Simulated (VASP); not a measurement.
# Ag (I4/mmm) in VASP: notebook

Runs on Ag. Level: r2SCAN. Tasks: single point.

Everything below comes from runs of VASP 6.6.1. Logs are shortened: lines on timing, memory, paths and dates and some standing lists are left out, and cuts for length are marked.

## (1) The cell of the first run

Symmetry: I4/mmm, No. 139, tetragonal system. The conventional cell has a = 2.574 Å, b = 2.574 Å, c = 5.148 Å, α = 90.00°, β = 90.00°, γ = 90.00°. Ag (site symmetry 4/mmm) has 12 Ag at 2.57 to 3.15 Å within 3.4 Å.

## (2) Single point, r2SCAN

Contents of POSCAR:

```
Ag
1.0
    0.0000000000      1.8202868037      2.5738855404
    1.8202868037      0.0000000000      2.5738855404
    1.8202868037      1.8202868037      0.0000000000
Ag
1
Direct
    0.0000000000      0.0000000000      0.0000000000
```

Contents of INCAR.step1:

```
PREC = Accurate
ENCUT = 520
ISMEAR = 0
SIGMA = 0.15
LREAL = F
LASPH = T
NELM = 60
NBANDS = 12
GGA = PE
ALGO = Normal
EDIFF = 1E-4
LWAVE = T
LCHARG = F
```

Contents of INCAR.step2:

```
PREC = Accurate
ENCUT = 520
EDIFF = 1E-6
ISMEAR = 0
SIGMA = 0.15
LREAL = F
LASPH = T
NELM = 60
ALGO = Normal
ISIF = 2
LWAVE = F
LCHARG = F
METAGGA = R2SCAN
LMIXTAU = T
NBANDS = 12
ISTART = 1
```

Contents of KPOINTS:

```
Automatic mesh
0
Gamma
  22 22 22
```

Potentials or basis: VASP PAW PBE potentials, release 64 (Ag).

Run with:

```sh
$ cat potpaw_PBE.64/Ag/POTCAR > POTCAR
$ cp INCAR.step1 INCAR
$ mpirun -np 1 vasp_std > vasp.out
$ cp INCAR.step2 INCAR
$ mpirun -np 1 vasp_std > vasp.out
```

OUTCAR:

```text
PREC = Accurate
   ENCUT = 520
   EDIFF = 1E-6
   ISMEAR = 0
   LREAL = F
   LASPH = T
   NELM = 60
   ISIF = 2
   METAGGA = R2SCAN
   ISTART = 1

 ion  position               nearest neighbor table
   1  0.000  0.000  0.000-

  LATTYP: Found a body centered tetragonal cell.
 ALAT       =     2.5742742852
 C/A-ratio  =     1.9996979772

  Lattice vectors:

 A1 = (  -1.8202868037,   0.0000000000,   2.5738855404)
 A2 = (   1.8202868037,   0.0000000000,   2.5738855404)
 A3 = (   0.0000000000,   1.8202868037,  -2.5738855404)

Analysis of symmetry for initial positions (statically):
=====================================================================
 Subroutine PRICEL returns:
 Original cell was already a primitive cell.

 Routine SETGRP: Setting up the symmetry group for a
 body centered tetragonal supercell.

 Subroutine GETGRP returns: Found 16 space group operations
 (whereof 16 operations were pure point group operations)
 out of a pool of 16 trial point group operations.

The static configuration has the point symmetry D_4h.

Analysis of symmetry for dynamics (positions and initial velocities):
=====================================================================
 Subroutine PRICEL returns:
 Original cell was already a primitive cell.

 Routine SETGRP: Setting up the symmetry group for a
 body centered tetragonal supercell.

 Subroutine GETGRP returns: Found 16 space group operations
 (whereof 16 operations were pure point group operations)
 out of a pool of 16 trial point group operations.

The dynamic configuration has the point symmetry D_4h.

 Subroutine INISYM returns: Found 16 space group operations
 (whereof 16 operations are pure point group operations),
 and found     1 'primitive' translations

----------------------------------------------------------------------------------------

                                     Primitive cell

  volume of cell :      17.0569

  direct lattice vectors                    reciprocal lattice vectors
     0.000000000  1.820286804  2.573885540    -0.274681989  0.274681989  0.194258832
     1.820286804  0.000000000  2.573885540     0.274681989 -0.274681989  0.194258832
     1.820286804  1.820286804  0.000000000     0.274681989  0.274681989 -0.194258832

  length of vectors
     3.152511828  3.152511828  2.574274285     0.434323479  0.434323479  0.434323479

  position of ions in fractional coordinates (direct lattice)
     0.000000000  0.000000000  0.000000000
[... 75 lines left out ...]
   NELM   =     60;   NELMIN=  2; NELMDL=  0     # of ELM steps
   EDIFF  = 0.1E-05   stopping-criterion for ELM
   LREAL  =      F    real-space projection
[... 7 lines left out ...]
   TEBEG  =    0.0;   TEEND  =   0.0 temperature during run
   PSTRESS=    0.0 pullay stress
   NELECT =      11.0000    total number of electrons
   NUPDOWN=      -1.0000    fix difference up-down
   EMIN   =  10.00;   EMAX   =-10.00  energy-range for DOS
   EFERMI =   0.00;   METHOD = LEGACY
   ISMEAR =     0;   SIGMA  =   0.15  broadening in eV -4-tet -1-fermi 0-gaus
   EFERMI_NEDOS =   21; number of points for ismear=-14 and -15
   IALGO  =     38    algorithm
   IMIX   =      4    mixing-type and parameters
     AMIX     =   0.40;   BMIX     =  1.00
     AMIX_MAG =   1.60;   BMIX_MAG =  1.00
  volume/ion in A,a.u.               =      17.06       115.11
  Fermi-wavevector in a.u.,A,eV,Ry     =   1.414402  2.672832 27.218893  2.000532
  Thomas-Fermi vector in A             =   2.535948
   LORBIT       =      0    0 simple, 1 ext, 2 COOP (PROOUT), +10 PAW based schemes
   METAGGA = R2SCAN    functional components
   LHFCALC =     F    Hartree Fock is set to
   AEXX    =    0.0000 exact exchange contribution
   IVDW    =     0    specifies the selected vdW correction
   LEPSILON=     F    determine dielectric tensor
   LRPA    =     F    only Hartree local field effects (RPA)
 non-spin polarized calculation
 Gauss-broadening in eV      SIGMA  =   0.15
  energy-cutoff  :      520.00
  volume of cell :       17.06
 maximum number of plane-waves:       482
   NGX = 11   NGY = 11   NGZ =  9

 number of electron      11.0000001 magnetization

 Free energy of the ion-electron system (eV)
  ---------------------------------------------------
  ext. energy  EPLUGINS =         0.00000000
  ---------------------------------------------------
  free energy    TOTEN  =       -21.06109579 eV

  energy without entropy =      -21.05873744  energy(sigma->0) =      -21.05991661

 E-fermi :   8.4850     XC(G=0): -12.9152

 val. band max:        8.4810838669   @ k =  -0.2273   0.2273   0.1364
 cond. band min:       8.4940105210   @ k =   0.5000   0.0455   0.0909
 fundamental gap:      0.0129266541
 Fermi energy:         8.4849759501

 k-point     1 :       0.0000    0.0000    0.0000
  band No.  band energies     occupation
      1       0.4946      2.00000
      2       1.6523      2.00000
      3       2.8351      2.00000
      4       4.3062      2.00000
      5       4.3062      2.00000
      6       5.3539      2.00000
      7      23.7209      0.00000
      8      26.8341      0.00000
      9      30.5287      0.00000
     10      30.5287      0.00000
     11      30.6031      0.00000
     12      31.7333      0.00000
[... 331 lines left out ...]
 k-point    24 :      -0.4545    0.0455    0.0000
  band No.  band energies     occupation
      1       1.7514      2.00000
      2       2.2468      2.00000
      3       4.0257      2.00000
      4       5.0052      2.00000
      5       5.1220      2.00000
      6       8.5248      0.70719
      7      12.9147      0.00000
      8      19.6843      0.00000
      9      27.0630      0.00000
     10      29.3494      0.00000
     11      32.2017      0.00000
     12      36.5265      0.00000

 [... further k-points ...]

------------------------ aborting loop because EDIFF is reached ----------------------------------------

  FORCE on cell =-STRESS in cart. coord.  units (eV):
  Direction    XX          YY          ZZ          XY          YZ          ZX
  --------------------------------------------------------------------------------------
  -------------------------------------------------------------------------------------
  Total        2.3092323      2.3092323     -1.0153974      0.0000000      0.0000000     -0.0000000
  in kB      216.9098837    216.9098837    -95.3779035      0.0000000      0.0000000     -0.0000000
  external PRESSURE =     112.8139546 kB  Pullay stress =       0.0000000 kB

 VOLUME and BASIS-vectors are now :
 -----------------------------------------------------------------------------
  energy-cutoff  :      520.00
  volume of cell :       17.06
      direct lattice vectors                 reciprocal lattice vectors
     0.000000000  1.820286804  2.573885540    -0.274681989  0.274681989  0.194258832
     1.820286804  0.000000000  2.573885540     0.274681989 -0.274681989  0.194258832
     1.820286804  1.820286804  0.000000000     0.274681989  0.274681989 -0.194258832

 POSITION                                       TOTAL-FORCE (eV/Angst)
 -----------------------------------------------------------------------------------
      0.00000      0.00000      0.00000         0.000000      0.000000     -0.000000
 -----------------------------------------------------------------------------------
    total drift:                               -0.000000      0.000000     -0.000000

  FREE ENERGIE OF THE ION-ELECTRON SYSTEM (eV)
  ---------------------------------------------------
  free  energy   TOTEN  =       -21.0610957875 eV

  energy  without entropy=      -21.0587374376  energy(sigma->0) =      -21.05991661
```

OUTCAR.step1:

```text
PREC = Accurate
   ENCUT = 520
   ISMEAR = 0
   LREAL = F
   LASPH = T
[... 576 lines left out ...]

 POSITION                                       TOTAL-FORCE (eV/Angst)
 -----------------------------------------------------------------------------------
      0.00000      0.00000      0.00000        -0.000000     -0.000000      0.000000
 -----------------------------------------------------------------------------------
    total drift:                                0.000000      0.000000      0.000000

  FREE ENERGIE OF THE ION-ELECTRON SYSTEM (eV)
  ---------------------------------------------------
  free  energy   TOTEN  =        -2.3968734535 eV

  energy  without entropy=       -2.3943280817  energy(sigma->0) =       -2.39560077
```

OSZICAR.step1:

```text
N       E                     dE             d eps       ncg     rms          rms(c)
DAV:   1     0.527850418373E+02    0.52785E+02   -0.54937E+03 20192   0.828E+02
DAV:   2    -0.180023170228E+01   -0.54585E+02   -0.51879E+02 23140   0.196E+02
DAV:   3    -0.263104808726E+01   -0.83082E+00   -0.83037E+00 23736   0.254E+01
DAV:   4    -0.263363460000E+01   -0.25865E-02   -0.25864E-02 22716   0.147E+00
DAV:   5    -0.263365528435E+01   -0.20684E-04   -0.20684E-04 23192   0.119E-01    0.590E+00
DAV:   6    -0.241043977784E+01    0.22322E+00   -0.81044E-01 22456   0.818E+00    0.382E+00
DAV:   7    -0.240013680807E+01    0.10303E-01   -0.11980E-02 22708   0.102E+00    0.206E+00
DAV:   8    -0.239686295168E+01    0.32739E-02   -0.79982E-04 23524   0.223E-01    0.877E-02
DAV:   9    -0.239687345347E+01   -0.10502E-04   -0.71041E-06 12204   0.223E-02
   1 F= -.23968735E+01 E0= -.23956008E+01  d E =-.254537E-02
```

Wall time 4.5 min (1 thread of Intel Xeon Platinum 8488C (Sapphire Rapids), shared host); peak memory 0.28 GiB.

Results:

```yaml
Free_energy: -21.0611 eV
Pressure: 11.3 GPa
```

Stress tensor (GPa, compression positive):
```
21.69  0.00  0.00
 0.00 21.69  0.00
 0.00  0.00 -9.54
```

Caveat: the PAW data sets were made with another functional, which shifts forces and pressure a little.

## (3) Single point, r2SCAN

This run uses another cell than the first one, of the same volume but with other edges.

Contents of POSCAR:

```
Ag
1.0
    0.0000000000      2.1568336399      1.8333085939
    2.1568336399      0.0000000000      1.8333085939
    2.1568336399      2.1568336399      0.0000000000
Ag
1
Direct
    0.0000000000      0.0000000000      0.0000000000
```

Contents of INCAR.step1:

```
PREC = Accurate ; ENCUT = 520
ISMEAR = 0 ; SIGMA = 0.15
LREAL = F ; LASPH = T
NELM = 80 ; NBANDS = 12
GGA = PE ; ALGO = Normal
EDIFF = 1E-4 ; LWAVE = T
LCHARG = F
```

Contents of INCAR.step2:

```
PREC = Accurate ; ENCUT = 520
EDIFF = 1E-6 ; ISMEAR = 0
SIGMA = 0.15 ; LREAL = F
LASPH = T ; NELM = 80
ALGO = Normal ; ISIF = 2
LWAVE = F ; LCHARG = F
METAGGA = R2SCAN ; LMIXTAU = T
NBANDS = 12 ; ISTART = 1
```

KPOINTS is that of step 2.

Potentials or basis: VASP PAW PBE potentials, release 64 (Ag).

Run with:

```sh
$ cat potpaw_PBE.64/Ag/POTCAR > POTCAR
$ cp INCAR.step1 INCAR
$ mpirun -np 1 vasp_std > vasp.out
$ cp INCAR.step2 INCAR
$ mpirun -np 1 vasp_std > vasp.out
```

OUTCAR:

```text
PREC = Accurate
   ENCUT = 520
   EDIFF = 1E-6
   ISMEAR = 0
   LREAL = F
   LASPH = T
   NELM = 80
   ISIF = 2
   METAGGA = R2SCAN
   ISTART = 1

 ion  position               nearest neighbor table
   1  0.000  0.000  0.000-

  LATTYP: Found a body centered tetragonal cell.
 ALAT       =     3.0502233853
 C/A-ratio  =     1.2020815280

  Lattice vectors:

 A1 = (   0.0000000000,  -2.1568336399,  -1.8333085939)
[... 538 lines left out ...]
      9      25.1624      0.00000
     10      29.3895      0.00000
     11      30.6825      0.00000
     12      32.0940      0.00000

 [... further k-points ...]

------------------------ aborting loop because EDIFF is reached ----------------------------------------

  FORCE on cell =-STRESS in cart. coord.  units (eV):
  Direction    XX          YY          ZZ          XY          YZ          ZX
  --------------------------------------------------------------------------------------
  -------------------------------------------------------------------------------------
  Total        0.1450139      0.1450139      0.3811057      0.0000000      0.0000000     -0.0000000
  in kB       13.6213876     13.6213876     35.7978669      0.0000000      0.0000000     -0.0000000
  external PRESSURE =      21.0135474 kB  Pullay stress =       0.0000000 kB

 VOLUME and BASIS-vectors are now :
 -----------------------------------------------------------------------------
  energy-cutoff  :      520.00
  volume of cell :       17.06
      direct lattice vectors                 reciprocal lattice vectors
     0.000000000  2.156833640  1.833308594    -0.231821310  0.231821310  0.272730953
     2.156833640  0.000000000  1.833308594     0.231821310 -0.231821310  0.272730953
     2.156833640  2.156833640  0.000000000     0.231821310  0.231821310 -0.272730953

 POSITION                                       TOTAL-FORCE (eV/Angst)
 -----------------------------------------------------------------------------------
      0.00000      0.00000      0.00000        -0.000000      0.000000      0.000000
 -----------------------------------------------------------------------------------
    total drift:                               -0.000000      0.000000     -0.000000

  FREE ENERGIE OF THE ION-ELECTRON SYSTEM (eV)
  ---------------------------------------------------
  free  energy   TOTEN  =       -21.3389953647 eV

  energy  without entropy=      -21.3360150620  energy(sigma->0) =      -21.33750521
```

OSZICAR.step1:

```text
N       E                     dE             d eps       ncg     rms          rms(c)
DAV:   1     0.521091660730E+02    0.52109E+02   -0.54902E+03 20216   0.830E+02
DAV:   2    -0.213935903573E+01   -0.54249E+02   -0.51416E+02 23164   0.194E+02
DAV:   3    -0.294145461146E+01   -0.80210E+00   -0.80141E+00 23520   0.250E+01
DAV:   4    -0.294391282883E+01   -0.24582E-02   -0.24581E-02 22788   0.144E+00
DAV:   5    -0.294393219600E+01   -0.19367E-04   -0.19367E-04 22824   0.116E-01    0.523E+00
DAV:   6    -0.270057951894E+01    0.24335E+00   -0.95071E-01 22044   0.874E+00    0.340E+00
DAV:   7    -0.269229494141E+01    0.82846E-02   -0.96423E-03 23004   0.927E-01    0.191E+00
DAV:   8    -0.268932059791E+01    0.29743E-02   -0.70806E-04 22428   0.198E-01    0.874E-02
DAV:   9    -0.268932765594E+01   -0.70580E-05   -0.83648E-06 11744   0.239E-02
   1 F= -.26893277E+01 E0= -.26877527E+01  d E =-.314983E-02
```

Run time: 4.3 min. Hardware: 1 thread of Intel Xeon Platinum 8488C (Sapphire Rapids), shared host; peak memory 0.28 GiB.

Results:

| Quantity | Value |
| --- | --- |
| Free energy | -21.3390 eV |
| Pressure | 2.1 GPa |

Stress tensor (GPa, compression positive):
```
1.36 0.00 0.00
0.00 1.36 0.00
0.00 0.00 3.58
```

Levels at points of the mesh, in eV from the Fermi level:
| k point | band 4 | band 5 | band 6 | band 7 | band 8 | band 9 |
| --- | --- | --- | --- | --- | --- | --- |
| (0.00, 0.00, 0.00) | -4.65 | -4.49 | -3.75 | 17.09 | 19.65 | 19.65 |
| (0.50, 0.00, 0.00) | -3.55 | -3.04 | -0.27 | 3.83 | 15.05 | 16.80 |
| (0.50, 0.50, 0.00) | -3.05 | -3.05 | 3.95 | 9.22 | 9.22 | 9.92 |
| (0.50, 0.00, 0.50) | -3.45 | -2.84 | 0.84 | 5.65 | 12.21 | 12.61 |

Caveat: the PAW data sets were made with another functional, which shifts forces and pressure a little.

(Part 1 of 2 ends here.)
